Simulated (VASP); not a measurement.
Crystal: GdN.

```
Gd N
1.0
     0.00000    2.61177    3.50074
     2.34012    0.00000    3.50074
     2.34012    2.61177    0.00000
Gd N
1 1
Direct
  0.36566 0.36566 0.63434
  0.73782 0.73782 0.26218
```

The cell was built from a structure type or drawn by symmetry, and may not be a known phase.

```yaml
Program: VASP 6.6.1
Task: relaxation of cell and atoms
Functional: PBE
Potentials_or_basis: VASP PAW PBE potentials, release 64 (Gd, N)
Cutoff: 600 eV
k_mesh: 5 × 5 × 5
Occupations: gaussian, width 0.15 eV
Spin: collinear spin, ferromagnetic start
Starting_moments: "[7.0, 0.0] μB"
```

At the start: pressure -17.4 GPa; volume 21.40 Å³/atom.

Question: Where does the relaxation end?

Answer: Over 16 steps the energy falls by 608.3 meV/atom and the volume is 15.54 Å³/atom (-27.4 %); space group Fmm2 (No. 42, to 0.1 Å) before, I4mm (No. 107, to 0.1 Å); moment 7.00 μB per cell.

Step by step:
| step | energy change (eV) | largest force (eV/Å) | pressure (GPa) | volume (Å³) |
| --- | --- | --- | --- | --- |
| 1 | 0.0000 | 0.6824 | -17.40 | 42.79 |
| 2 | -0.5621 | 0.4081 | 19.75 | 29.88 |
| 3 | -0.7273 | 0.3429 | 2.25 | 33.28 |
| 4 | -0.9217 | 0.9296 | 2.31 | 32.56 |
| 5 | -0.9528 | 1.6102 | 4.71 | 31.86 |
| 6 | -1.0576 | 0.9882 | -0.34 | 32.52 |
| 7 | -1.0813 | 0.5652 | -3.62 | 33.06 |
| 8 | -1.1310 | 0.3737 | -1.65 | 32.22 |
| 9 | -1.1619 | 0.1172 | 2.70 | 30.95 |
| 10 | -1.1921 | 0.0859 | 0.79 | 31.13 |
| 11 | -1.1967 | 0.0559 | -0.09 | 31.23 |
| 12 | -1.2093 | 0.1152 | -0.75 | 31.27 |
| 13 | -1.2113 | 0.1366 | -0.89 | 31.28 |
| 14 | -1.2156 | 0.0853 | 0.55 | 30.92 |
| 15 | -1.2156 | 0.0823 | 0.66 | 30.90 |
| 16 | -1.2165 | 0.0281 | -0.40 | 31.08 |

Final structure:
```xyz
2
Lattice="0.0000 2.4833 2.5115 2.4916 0.0000 2.5115 2.4916 2.4833 0.0000" Properties=species:S:1:pos:R:3 pbc="T T T"
Gd    2.4916    2.4833    1.5642
N     2.4916    2.4833    3.9785
```

Caveat: the k points lie up to 0.44 Å⁻¹ apart in the final cell; the electronic state changed during the relaxation; the volume moved by over 15 % at a fixed basis, so the end points are rough; a cell with one magnetic atom can't hold antiferromagnetic order, which such compounds often take; semilocal functionals describe open f shells poorly, which spoils levels, moments and volumes.
